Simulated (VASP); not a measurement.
**GeW3: single point with PBE**

Crystal: GeW3.

```
Ge W
1.0
     0.00000    3.16040    3.16040
     3.16040    0.00000    3.16040
     3.16040    3.16040    0.00000
Ge W
1 3
Direct
  0.50000 0.50000 0.50000
  0.25000 0.25000 0.25000
  0.00000 0.00000 0.00000
  0.75000 0.75000 0.75000
```

The cell was built from a structure type or drawn by symmetry, and may not be a known phase.

```yaml
Program: VASP 6.6.1
Task: single point
Functional: PBE
Potentials_or_basis: VASP PAW PBE potentials, release 64 (Ge_d, W_sv)
Cutoff: 520 eV
k_mesh: 6 × 6 × 6
Occupations: gaussian, width 0.1 eV
Spin: no spin polarisation
Dipole_correction: no
Further_INCAR_settings: ALGO = Normal; EDIFF = 1e-06; NBANDS = 36
```

```
Pressure               : 0.2 GPa
Band gap on the k mesh : zero (bands 28 and 29 overlap by 2.39 eV)
```

Levels at points of the mesh, in eV from the Fermi level:
```
           k point  band 25  band 26  band 27  band 28  band 29  band 30  band 31  band 32
(0.00, 0.00, 0.00)    -2.01    -2.01    -0.97     1.99     1.99     1.99     2.74     2.74
(0.50, 0.00, 0.00)    -1.61    -1.61    -1.17    -0.40    -0.40     1.96     1.96     2.46
(0.50, 0.50, 0.00)    -2.60    -2.42    -0.80     0.15     0.15     0.85     1.82     2.22
```

Run time: 27 s on 1 thread of AMD EPYC 9R45 96-Core Processor (Zen 5) (shared host), peak memory 0.18 GiB.

Caveat: spin-orbit coupling is left out, which moves the levels of the heavy elements.
